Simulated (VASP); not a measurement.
# SnSe2: relaxation of cell and atoms with PBEsol

The system is SnSe2.

```xyz
3
Lattice="3.8189 0.0000 0.0000 -1.9095 3.3073 0.0000 0.0000 0.0000 6.1395" Properties=species:S:1:pos:R:3 pbc="T T T"
Sn    0.0000    0.0000    0.0000
Se    0.0000    2.2049    1.5869
Se    1.9095    1.1024    4.5526
```

```yaml
Program: VASP 6.6.1
Task: relaxation of cell and atoms
Functional: PBEsol
Potentials_or_basis: VASP PAW PBE potentials, release 64 (Sn_d, Se)
Cutoff: 600 eV
k_mesh: 8 × 8 × 4
Occupations: gaussian, width 0.01 eV
Spin: no spin polarisation
Target_pressure: 2 GPa
Dipole_correction: no
Further_INCAR_settings: ALGO = Normal; EDIFF = 1e-06; IBRION = 2; EDIFFG = -0.002; NSW = 100; ISIF = 3
```

```yaml
Relaxed_volume: 24.18 Å³/atom
Relaxed_cell: a = 3.798 Å, b = 3.798 Å, c = 5.809 Å, α = 90.00°, β = 90.00°, γ = 120.00°
Space_group_after_relaxing_to_0.1_Å: P-3m1 (No. 164)
Energy_change_on_relaxing_the_run_minimises_the_enthalpy: +9.1 meV/atom
Ionic_steps: 17
Pressure_after_relaxing: 2.0 GPa
Band_gap_on_the_k_mesh: 0.35 eV (least direct gap 0.71 eV)
```

The path:
```tsv
step	energy change (eV)	largest force (eV/Å)	pressure (GPa)	volume (Å³)
1	0.0000	0.0117	0.11	77.54
2	0.0356	0.4088	3.40	74.17
3	0.0130	0.2414	2.02	75.52
4	0.0135	0.1819	2.00	75.11
5	0.0227	0.0024	2.06	73.90
6	0.0220	0.0027	2.02	73.65
7	0.0246	0.0182	1.97	72.86
8	0.0529	0.0526	2.26	71.19
9	0.0285	0.0104	2.07	72.46
10	0.0289	0.0110	2.07	72.43
11	0.0268	0.0124	1.93	72.60
12	0.0274	0.0122	1.98	72.55
13	0.0272	0.0121	1.94	72.57
14	0.0273	0.0121	1.96	72.56
15	0.0274	0.0052	2.02	72.55
16	0.0273	0.0003	1.99	72.55
17	0.0273	0.0013	1.99	72.55
```

Final structure:
```yaml
crystal:
  lattice:
    - [3.79754, 0.00000, 0.00000]
    - [-1.89877, 3.28877, 0.00000]
    - [0.00000, 0.00000, 5.80924]
  atoms:
    - { symbol: Sn, position: [0.00000, 0.00000, 0.00000] }
    - { symbol: Se, position: [0.33333, 0.66667, 0.27323] }
    - { symbol: Se, position: [0.66667, 0.33333, 0.72677] }
```

Levels at points of the mesh, in eV from the valence-band top:
| k point | band 10 | band 11 | band 12 | band 13 | band 14 | band 15 | band 16 | band 17 |
| --- | --- | --- | --- | --- | --- | --- | --- | --- |
| (0.00, 0.00, 0.00) | -0.87 | -0.78 | -0.78 | -0.12 | 0.59 | 2.73 | 4.40 | 4.40 |
| (0.50, 0.00, 0.00) | -3.71 | -2.99 | -2.15 | -0.46 | 1.11 | 3.26 | 4.54 | 4.60 |
| (0.00, 0.00, 0.50) | -1.11 | -1.11 | -0.41 | -0.41 | 2.50 | 2.58 | 3.87 | 3.87 |
| (0.50, 0.00, 0.50) | -2.59 | -2.21 | -1.41 | -1.32 | 0.56 | 3.59 | 4.32 | 5.53 |

Run time: 3.3 min on 1 thread of Intel(R) Xeon(R) 6975P-C (Granite Rapids), with other jobs on the host, peak memory 0.25 GiB.

Caveat: the cell is relaxed towards a set pressure, so the run minimises the enthalpy, not the energy; the PAW data sets were made with another functional, which shifts forces and pressure a little; spin-orbit coupling is left out, which moves the levels of the heavy elements. A k mesh can miss the band edges.
